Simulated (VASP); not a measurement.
Wanted: the native input for a VASP 6.6.1 run.

- Task: single point
- Functional: PBE
- Dispersion: D3(BJ)
- Potentials or basis: VASP PAW PBE potentials, release 64 (Ti_sv, H)
- Cutoff: 520 eV
- k mesh: 3 × 2 × 4
- Occupations: gaussian, width 0.05 eV
- Spin: no spin polarisation
- Dipole correction: no
- Further INCAR settings: ALGO = Normal; EDIFF = 1e-06; NBANDS = 84

The structure of Ti12H (a cell with a defect) lies in POSCAR:

```
Ti12H
1.0
    5.9000000000      0.0000000000      0.0000000000
   -4.4250000000      7.6643250000      0.0000000000
    0.0000000000      0.0000000000      4.6846000000
Ti H
12 1
Direct
    0.0009460732      0.0002706681     -0.0046113360
    0.1635960644      0.2190587581      0.4994983176
    0.0054286926      0.3311708517     -0.0012386777
    0.1740448311      0.5583200665      0.5042482872
    0.0030771684      0.6709081908      0.0045398295
    0.1671582882      0.8897739419      0.5031945520
    0.4991844662     -0.0006505570     -0.0031718010
    0.6631534627      0.2180980523      0.4955091360
    0.4923775901      0.3308087863     -0.0043794788
    0.6610495984      0.5579050268      0.5007362226
    0.5027447923      0.6700574963      0.0002095786
    0.6653501967      0.8888371689      0.5045338408
    0.8327943758      0.4447284493      0.2498567291
```

These files were run (other wordings do the same):

INCAR

```
PREC     = Accurate       # precision mode
ENCUT    = 520            # plane-wave cutoff, eV
EDIFF    = 1E-6           # SCF threshold, eV
ISMEAR   = 0              # smearing method
SIGMA    = 0.05           # smearing width, eV
LREAL    = F              # projectors in reciprocal space
LASPH    = T              # aspherical terms in the spheres
NELM     = 60             # most SCF steps
ALGO     = Normal         # electronic algorithm
ISIF     = 2              # what is computed and relaxed
LWAVE    = F              # write WAVECAR
LCHARG   = T              # write CHGCAR
GGA      = PE             # functional
IVDW     = 12             # dispersion correction
LELF     = T              # ELF
LVHAR    = T            
NBANDS   = 84             # bands
```

KPOINTS

```
Automatic mesh
0
Gamma
  3 2 4
```

Potentials or basis: VASP PAW PBE potentials, release 64 (Ti_sv, H).

Command:

```sh
$ cat potpaw_PBE.64/Ti_sv/POTCAR potpaw_PBE.64/H/POTCAR > POTCAR
$ mpirun -np 1 vasp_std > vasp.out
```

It gave:

The pressure is -6.7 GPa, the largest force is 0.025 eV/Å and the band gap on the k mesh is zero (an odd number of electrons rules out a gap without spin polarisation). The dispersion energy per atom is -0.560 eV.

Caveat: the k points lie up to 0.41 Å⁻¹ apart, too coarse for converged energies and pressures of a metal.

It took 6.9 min on 1 thread of AMD EPYC 7R13 Processor (Zen 3), on a shared host, peak memory 0.39 GiB.
